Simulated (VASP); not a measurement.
# BaF2 (Fm-3m) in VASP: a series of runs

BaF2 is run at these levels: r2SCAN; tasks: single point.

Program: VASP 6.6.1. These are calculated values, not measurements. Logs are shortened: lines on timing, memory, paths and dates and some standing lists are left out, and cuts for length are marked.

**1. The cell of the first run**

Symmetry: Fm-3m, No. 225, cubic system. The conventional cell has a = 5.936 Å, b = 5.936 Å, c = 5.936 Å, α = 90.00°, β = 90.00°, γ = 90.00°. Within 3.4 Å of Ba (site symmetry m-3m) lie 8 F at 2.57 Å. Within 3.4 Å of F (site symmetry -43m) lie 4 Ba at 2.57 Å and 6 F at 2.97 Å.

**2. Single point, r2SCAN (17.43 Å³/atom)**

POSCAR reads:

```
BaF2
1.0
    0.0000000000      2.9681514024      2.9681514024
    2.9681514024      0.0000000000      2.9681514024
    2.9681514024      2.9681514024      0.0000000000
Ba F
1 2
Direct
    0.0000000000      0.0000000000      0.0000000000
    0.2500000000      0.2500000000      0.2500000000
    0.7500000000      0.7500000000      0.7500000000
```

INCAR.step1 reads:

```
ALGO = Normal ; EDIFF = 1E-5
ENCUT = 660 ; GGA = PE
GGA_COMPAT = False ; ISMEAR = 0
LASPH = True ; LCHARG = False
LREAL = False ; LWAVE = True
NBANDS = 19 ; NELM = 120
PREC = Accurate ; SIGMA = 0.02
```

INCAR.step2 reads:

```
ALGO = Normal ; EDIFF = 1E-6
ENCUT = 660 ; GGA_COMPAT = False
ISIF = 2 ; ISMEAR = 0
ISTART = 1 ; LASPH = True
LCHARG = False ; LMIXTAU = True
LREAL = False ; LWAVE = False
METAGGA = R2SCAN ; NBANDS = 19
NELM = 120 ; PREC = Accurate
SIGMA = 0.02
```

KPOINTS reads:

```
k-points
0
Gamma
  6 6 6
```

Potentials or basis: VASP PAW PBE potentials, release 64 (Ba_sv, F).

On the command line:

```console
$ cat potpaw_PBE.64/Ba_sv/POTCAR potpaw_PBE.64/F/POTCAR > POTCAR
$ cp INCAR.step1 INCAR
$ mpirun -np 1 vasp_std > vasp.out
$ cp INCAR.step2 INCAR
$ mpirun -np 1 vasp_std > vasp.out
```

OUTCAR:

```text
EDIFF = 1E-6
   ENCUT = 660
   ISIF = 2
   ISMEAR = 0
   ISTART = 1
   LASPH = True
   LREAL = False
   METAGGA = R2SCAN
   NELM = 120
   PREC = Accurate

 ion  position               nearest neighbor table
   1  0.000  0.000  0.000-   3 2.57   3 2.57   3 2.57   2 2.57   3 2.57   2 2.57   2 2.57   2 2.57

   2  0.250  0.250  0.250-   1 2.57   1 2.57   1 2.57   1 2.57
   3  0.750  0.750  0.750-   1 2.57   1 2.57   1 2.57   1 2.57

  LATTYP: Found a face centered cubic cell.
 ALAT       =     5.9363028048

  Lattice vectors:

 A1 = (   0.0000000000,   2.9681514024,   2.9681514024)
 A2 = (   2.9681514024,   0.0000000000,   2.9681514024)
 A3 = (   2.9681514024,   2.9681514024,   0.0000000000)

Analysis of symmetry for initial positions (statically):
=====================================================================
 Subroutine PRICEL returns:
 Original cell was already a primitive cell.

 Routine SETGRP: Setting up the symmetry group for a
 face centered cubic supercell.

 Subroutine GETGRP returns: Found 48 space group operations
 (whereof 48 operations were pure point group operations)
 out of a pool of 48 trial point group operations.

The static configuration has the point symmetry O_h .

Analysis of symmetry for dynamics (positions and initial velocities):
=====================================================================
 Subroutine PRICEL returns:
 Original cell was already a primitive cell.

 Routine SETGRP: Setting up the symmetry group for a
 face centered cubic supercell.

 Subroutine GETGRP returns: Found 48 space group operations
 (whereof 48 operations were pure point group operations)
 out of a pool of 48 trial point group operations.

The dynamic configuration has the point symmetry O_h .

 Subroutine INISYM returns: Found 48 space group operations
 (whereof 48 operations are pure point group operations),
 and found     1 'primitive' translations

----------------------------------------------------------------------------------------

                                     Primitive cell

  volume of cell :      52.2984

  direct lattice vectors                    reciprocal lattice vectors
     0.000000000  2.968151402  2.968151402    -0.168455019  0.168455019  0.168455019
     2.968151402  0.000000000  2.968151402     0.168455019 -0.168455019  0.168455019
     2.968151402  2.968151402  0.000000000     0.168455019  0.168455019 -0.168455019

  length of vectors
     4.197599968  4.197599968  4.197599968     0.291772651  0.291772651  0.291772651

  position of ions in fractional coordinates (direct lattice)
     0.000000000  0.000000000  0.000000000
     0.250000000  0.250000000  0.250000000
     0.750000000  0.750000000  0.750000000

  ion indices of the primitive-cell ions
   primitive index   ion index
                 1           1
                 2           2
                 3           3

----------------------------------------------------------------------------------------

 KPOINTS: k-points

Automatic generation of k-mesh.
 Grid dimensions read from file:
 generate k-points for:    6    6    6

 Generating k-lattice:

  Cartesian coordinates                     Fractional coordinates (reciprocal lattice)
    -0.028075836  0.028075836  0.028075836     0.166666667  0.000000000  0.000000000
     0.028075836 -0.028075836  0.028075836     0.000000000  0.166666667  0.000000000
     0.028075836  0.028075836 -0.028075836     0.000000000  0.000000000  0.166666667

  Length of vectors
     0.048628775  0.048628775  0.048628775

  Shift w.r.t. Gamma in fractional coordinates (k-lattice)
     0.000000000  0.000000000  0.000000000

 Subroutine IBZKPT returns following result:
 ===========================================

 Found     16 irreducible k-points:

 Following reciprocal coordinates:
            Coordinates               Weight
  0.000000  0.000000  0.000000      1.000000
  0.166667  0.000000  0.000000      8.000000
  0.333333  0.000000  0.000000      8.000000
  0.500000  0.000000  0.000000      4.000000
  0.166667  0.166667  0.000000      6.000000
  0.333333  0.166667  0.000000     24.000000
[... 8 lines left out ...]
 -0.333333  0.333333  0.166667     24.000000
 -0.333333  0.500000  0.166667     12.000000
   k-points           NKPTS =     16   k-points in BZ     NKDIM =     16   number of bands    NBANDS=     19
   number of dos      NEDOS =    301   number of ions     NIONS =      3
   total plane-waves  NPLWV =  46656
   dimension x,y,z NGX =    36 NGY =   36 NGZ =   36
   dimension x,y,z NGXF=    72 NGYF=   72 NGZF=   72
   ions per type =               1   2
   NGX,Y,Z   is equivalent  to a cutoff of  14.26, 14.26, 14.26 a.u.
   NGXF,Y,Z  is equivalent  to a cutoff of  28.52, 28.52, 28.52 a.u.
 SYSTEM =  unknown system
   PREC   = accura    normal or accurate (medium, high low for compatibility)
   ISTART =      1    job   : 0-new  1-cont  2-samecut
   ICHARG =      0    charge: 1-file 2-atom 10-const
   ISPIN  =      1    spin polarized calculation?
   LNONCOLLINEAR =      F non collinear calculations
   LSORBIT =      F    spin-orbit coupling
   LASPH  =      T    aspherical Exc in radial PAW
   ENCUT  =  660.0 eV  48.51 Ry    6.96 a.u.   8.79  8.79  8.79*2*pi/ulx,y,z
   NELM   =    120;   NELMIN=  2; NELMDL=  0     # of ELM steps
   EDIFF  = 0.1E-05   stopping-criterion for ELM
   LREAL  =      F    real-space projection
   EDIFFG = 0.1E-04   stopping-criterion for IOM
   NSW    =      0    number of steps for IOM
   IBRION =     -1    ionic relax: 0-MD 1-quasi-New 2-CG
   NFREE  =      0    steps in history (QN), initial steepest desc. (CG)
   ISIF   =      2    stress and relaxation
   ISYM   =      2    0-nonsym 1-usesym 2-fastsym
   POTIM  = 0.5000    time-step for ionic-motion
   TEBEG  =    0.0;   TEEND  =   0.0 temperature during run
   PSTRESS=    0.0 pullay stress
   NELECT =      24.0000    total number of electrons
   NUPDOWN=      -1.0000    fix difference up-down
   EMIN   =  10.00;   EMAX   =-10.00  energy-range for DOS
   EFERMI =   0.00;   METHOD = LEGACY
   ISMEAR =     0;   SIGMA  =   0.02  broadening in eV -4-tet -1-fermi 0-gaus
   EFERMI_NEDOS =   21; number of points for ismear=-14 and -15
   IALGO  =     38    algorithm
   IMIX   =      4    mixing-type and parameters
     AMIX     =   0.40;   BMIX     =  1.00
     AMIX_MAG =   1.60;   BMIX_MAG =  1.00
  volume/ion in A,a.u.               =      17.43       117.64
  Fermi-wavevector in a.u.,A,eV,Ry     =   1.262746  2.386243 21.694849  1.594526
  Thomas-Fermi vector in A             =   2.396138
   LORBIT       =      0    0 simple, 1 ext, 2 COOP (PROOUT), +10 PAW based schemes
   METAGGA = R2SCAN    functional components
   LHFCALC =     F    Hartree Fock is set to
   AEXX    =    0.0000 exact exchange contribution
   IVDW    =     0    specifies the selected vdW correction
   LEPSILON=     F    determine dielectric tensor
   LRPA    =     F    only Hartree local field effects (RPA)
 non-spin polarized calculation
 Gauss-broadening in eV      SIGMA  =   0.02
  energy-cutoff  :      660.00
  volume of cell :       52.30
 maximum number of plane-waves:      2044
   NGX = 17   NGY = 17   NGZ = 17

 number of electron      24.0000005 magnetization

 Free energy of the ion-electron system (eV)
  ---------------------------------------------------
  ext. energy  EPLUGINS =         0.00000000
  ---------------------------------------------------
  free energy    TOTEN  =       -44.78864133 eV

  energy without entropy =      -44.78864133  energy(sigma->0) =      -44.78864133

 E-fermi :  -1.8592     XC(G=0):  -9.9116

 val. band max:       -2.0094218486   @ k =  -0.3333   0.1667   0.0000
 cond. band min:       5.8817678329   @ k =   0.0000   0.0000   0.0000
 fundamental gap:      7.8911896815
 Fermi energy:        -1.8591575886

 k-point     1 :       0.0000    0.0000    0.0000
  band No.  band energies     occupation
      1     -25.5280      2.00000
      2     -22.3377      2.00000
      3     -21.8266      2.00000
      4      -9.4974      2.00000
      5      -9.4974      2.00000
      6      -9.4974      2.00000
[... 11 lines left out ...]
     18      11.3813      0.00000
     19      15.0871      0.00000

 k-point     2 :       0.1667    0.0000    0.0000
  band No.  band energies     occupation
      1     -25.4125      2.00000
      2     -22.3753      2.00000
      3     -21.9691      2.00000
      4      -9.5810      2.00000
      5      -9.5711      2.00000
      6      -9.5711      2.00000
[... 11 lines left out ...]
     18      11.3932      0.00000
     19      14.0137      0.00000

 k-point     3 :       0.3333    0.0000    0.0000
  band No.  band energies     occupation
      1     -25.1425      2.00000
      2     -22.5228      2.00000
      3     -22.2209      2.00000
      4      -9.7112      2.00000
      5      -9.7084      2.00000
      6      -9.7084      2.00000
[... 11 lines left out ...]
     18      11.4510      0.00000
     19      13.4780      0.00000

 k-point     4 :       0.5000    0.0000    0.0000
  band No.  band energies     occupation
      1     -24.9778      2.00000
      2     -22.6765      2.00000
      3     -22.2967      2.00000
      4      -9.7728      2.00000
      5      -9.7728      2.00000
      6      -9.7621      2.00000
[... 231 lines left out ...]
     18      12.3538      0.00000
     19      14.5331      0.00000

 k-point    15 :      -0.3333    0.3333    0.1667
  band No.  band energies     occupation
      1     -24.8054      2.00000
      2     -22.6549      2.00000
      3     -22.5537      2.00000
      4     -10.1007      2.00000
      5      -9.7079      2.00000
      6      -9.7055      2.00000
[... 11 lines left out ...]
     18      13.0490      0.00000
     19      14.5093      0.00000

 k-point    16 :      -0.3333    0.5000    0.1667
  band No.  band energies     occupation
      1     -24.7394      2.00000
      2     -22.7141      2.00000
      3     -22.5797      2.00000
      4     -10.1929      2.00000
      5      -9.9271      2.00000
      6      -9.4383      2.00000
[... 11 lines left out ...]
     18      14.7252      0.00000
     19      14.7594      0.00000

------------------------ aborting loop because EDIFF is reached ----------------------------------------

  FORCE on cell =-STRESS in cart. coord.  units (eV):
  Direction    XX          YY          ZZ          XY          YZ          ZX
  --------------------------------------------------------------------------------------
  -------------------------------------------------------------------------------------
  Total        4.0017893      4.0017893      4.0017893      0.0000000     -0.0000000      0.0000000
  in kB      122.5960992    122.5960992    122.5960992      0.0000000     -0.0000000      0.0000000
  external PRESSURE =     122.5960992 kB  Pullay stress =       0.0000000 kB

 VOLUME and BASIS-vectors are now :
 -----------------------------------------------------------------------------
  energy-cutoff  :      660.00
  volume of cell :       52.30
      direct lattice vectors                 reciprocal lattice vectors
     0.000000000  2.968151402  2.968151402    -0.168455019  0.168455019  0.168455019
     2.968151402  0.000000000  2.968151402     0.168455019 -0.168455019  0.168455019
     2.968151402  2.968151402  0.000000000     0.168455019  0.168455019 -0.168455019

 POSITION                                       TOTAL-FORCE (eV/Angst)
 -----------------------------------------------------------------------------------
      0.00000      0.00000      0.00000         0.000000      0.000000      0.000000
      1.48408      1.48408      1.48408         0.000000      0.000000     -0.000000
      4.45223      4.45223      4.45223        -0.000000     -0.000000      0.000000
 -----------------------------------------------------------------------------------
    total drift:                                0.000000      0.000000      0.000000

  FREE ENERGIE OF THE ION-ELECTRON SYSTEM (eV)
  ---------------------------------------------------
  free  energy   TOTEN  =       -44.7886413295 eV

  energy  without entropy=      -44.7886413295  energy(sigma->0) =      -44.78864133
```

Wall time 40 s (1 thread of Intel Xeon 6975P-C (Granite Rapids), shared host); peak memory 0.22 GiB.

What came out:

| Item | Value |
| --- | --- |
| Free energy | -44.7886 eV |
| Pressure | 12.3 GPa |
| Band gap on the k mesh | 7.89 eV (least direct gap 8.04 eV) |

Levels at points of the mesh, in eV from the valence-band top:
| k point | band 9 | band 10 | band 11 | band 12 | band 13 | band 14 | band 15 | band 16 |
| --- | --- | --- | --- | --- | --- | --- | --- | --- |
| (0.00, 0.00, 0.00) | -1.93 | -0.15 | -0.15 | -0.15 | 7.89 | 10.38 | 10.38 | 13.39 |
| (0.50, 0.00, 0.00) | -0.82 | -0.34 | -0.13 | -0.13 | 10.37 | 10.37 | 10.59 | 10.78 |
| (0.50, 0.50, 0.00) | -0.56 | -0.29 | -0.18 | -0.18 | 7.89 | 10.54 | 12.19 | 13.95 |

Caveat: the cell stands under pressure; the PAW data sets were made with another functional, which shifts forces and pressure a little; spin-orbit coupling is left out, which moves the levels of the heavy elements. A k mesh can miss the band edges.

**3. Single point, r2SCAN (18.03 Å³/atom)**

This run uses another cell than the first one, of 18.03 Å³/atom.

POSCAR reads:

```
BaF2
1.0
    0.0000000000      3.0015042098      3.0015042098
    3.0015042098      0.0000000000      3.0015042098
    3.0015042098      3.0015042098      0.0000000000
Ba F
1 2
Direct
    0.0000000000      0.0000000000      0.0000000000
    0.2500000000      0.2500000000      0.2500000000
    0.7500000000      0.7500000000      0.7500000000
```

INCAR.step1 reads:

```
PREC     = Accurate       # precision mode
ENCUT    = 660            # plane-wave cutoff, eV
ISMEAR   = 0              # smearing method
SIGMA    = 0.02           # smearing width, eV
LREAL    = F              # projectors in reciprocal space
LASPH    = T              # aspherical terms in the spheres
NELM     = 120            # most SCF steps
NBANDS   = 19             # bands
GGA      = PE             # functional
ALGO     = Normal         # electronic algorithm
EDIFF    = 1E-5           # SCF threshold, eV
LWAVE    = T              # write WAVECAR
LCHARG   = F              # write CHGCAR
GGA_COMPAT= F
```

INCAR.step2 reads:

```
PREC     = Accurate       # precision mode
ENCUT    = 660            # plane-wave cutoff, eV
EDIFF    = 1E-6           # SCF threshold, eV
ISMEAR   = 0              # smearing method
SIGMA    = 0.02           # smearing width, eV
LREAL    = F              # projectors in reciprocal space
LASPH    = T              # aspherical terms in the spheres
NELM     = 120            # most SCF steps
ALGO     = Normal         # electronic algorithm
ISIF     = 2              # what is computed and relaxed
LWAVE    = F              # write WAVECAR
LCHARG   = T              # write CHGCAR
METAGGA  = R2SCAN         # meta-GGA
LMIXTAU  = T            
LELF     = T              # ELF
LVHAR    = T            
NBANDS   = 19             # bands
ISTART   = 1            
GGA_COMPAT= F
```

KPOINTS reads:

```
regular mesh
0
Gamma
  6 6 6
```

Potentials or basis: VASP PAW PBE potentials, release 64 (Ba_sv, F).

On the command line:

```console
$ cat potpaw_PBE.64/Ba_sv/POTCAR potpaw_PBE.64/F/POTCAR > POTCAR
$ cp INCAR.step1 INCAR
$ mpirun -np 1 vasp_std > vasp.out
$ cp INCAR.step2 INCAR
$ mpirun -np 1 vasp_std > vasp.out
```

It took 43 s on 1 thread of Intel Xeon 6975P-C (Granite Rapids), shared host; peak memory 0.22 GiB.

The run converged. Its results:

- Free energy: -44.9084 eV
- Pressure: 8.6 GPa
- Band gap on the k mesh: 7.76 eV (least direct gap 7.88 eV)

Levels at points of the mesh, in eV from the valence-band top:
```
           k point  band 9  band 10  band 11  band 12  band 13  band 14  band 15  band 16
(0.00, 0.00, 0.00)   -1.79    -0.12    -0.12    -0.12     7.76    10.27    10.27    13.11
(0.50, 0.00, 0.00)   -0.76    -0.33    -0.13    -0.13    10.26    10.26    10.49    10.57
(0.50, 0.50, 0.00)   -0.49    -0.23    -0.21    -0.21     7.86    10.38    12.00    13.67
```

Caveat: the cell stands under pressure; the PAW data sets were made with another functional, which shifts forces and pressure a little; spin-orbit coupling is left out, which moves the levels of the heavy elements.
